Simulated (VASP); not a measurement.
Write the native input for VASP 6.6.1 that does the following.

- Task: single point
- Functional: r2SCAN
- Potentials or basis: VASP PAW PBE potentials, release 64 (Rh_pv)
- Cutoff: 520 eV
- k mesh: 22 × 22 × 22
- Occupations: gaussian, width 0.15 eV
- Spin: no spin polarisation
- Dipole correction: no
- Further INCAR settings: ALGO = Normal; EDIFF = 1e-06; NBANDS = 14

Crystal: Rh.

```
CELL_PARAMETERS angstrom
0.00000 1.90155 1.94909
1.90155 0.00000 1.94909
1.90155 1.90155 0.00000
ATOMIC_POSITIONS crystal
Rh 0.00000 0.00000 0.00000
```

This cell differs from its parent crystal: strain +0.000 along x and y, +0.025 along z.

One way to write it, as run:

POSCAR

```
Rh
1.0
    0.0000000000      1.9015500000      1.9490887500
    1.9015500000      0.0000000000      1.9490887500
    1.9015500000      1.9015500000      0.0000000000
Rh
1
Direct
    0.0000000000      0.0000000000      0.0000000000
```

INCAR.step1

```
SYSTEM = Rh
  PREC = Accurate
  ENCUT = 520
  ISMEAR = 0
  SIGMA = 0.15
  LREAL = .False.
  LASPH = .True.
  NELM = 100
  NBANDS = 14
  GGA = PE
  ALGO = Normal
  EDIFF = 1E-4
  LWAVE = .True.
  LCHARG = .False.
```

INCAR.step2

```
SYSTEM = Rh
  PREC = Accurate
  ENCUT = 520
  EDIFF = 1E-6
  ISMEAR = 0
  SIGMA = 0.15
  LREAL = .False.
  LASPH = .True.
  NELM = 100
  ALGO = Normal
  ISIF = 2
  LWAVE = .False.
  LCHARG = .False.
  METAGGA = R2SCAN
  LMIXTAU = .True.
  NBANDS = 14
  ISTART = 1
```

KPOINTS

```
regular mesh
0
Gamma
  22 22 22
  0 0 0
```

Potentials or basis: VASP PAW PBE potentials, release 64 (Rh_pv).

Launch:

```console
$ cat potpaw_PBE.64/Rh_pv/POTCAR > POTCAR
$ cp INCAR.step1 INCAR
$ mpirun -np 1 vasp_std > vasp.out
$ cp INCAR.step2 INCAR
$ mpirun -np 1 vasp_std > vasp.out
```

Results of the run:

```json
{
 "Pressure": "-5.8 GPa",
 "Band gap on the k mesh": "zero (an odd number of electrons rules out a gap without spin polarisation)"
}
```

Caveat: the cell differs from its parent crystal (strain +0.000 along x and y, +0.025 along z); the cell stands under tension; an empty level that is flat over the whole mesh can mark a ghost state of the potentials, or a narrow d or f band; the PAW data sets were made with another functional, which shifts forces and pressure a little.

Run time: 9.5 min on 1 thread of Intel Xeon 8259CL (shared host), peak memory 0.25 GiB.
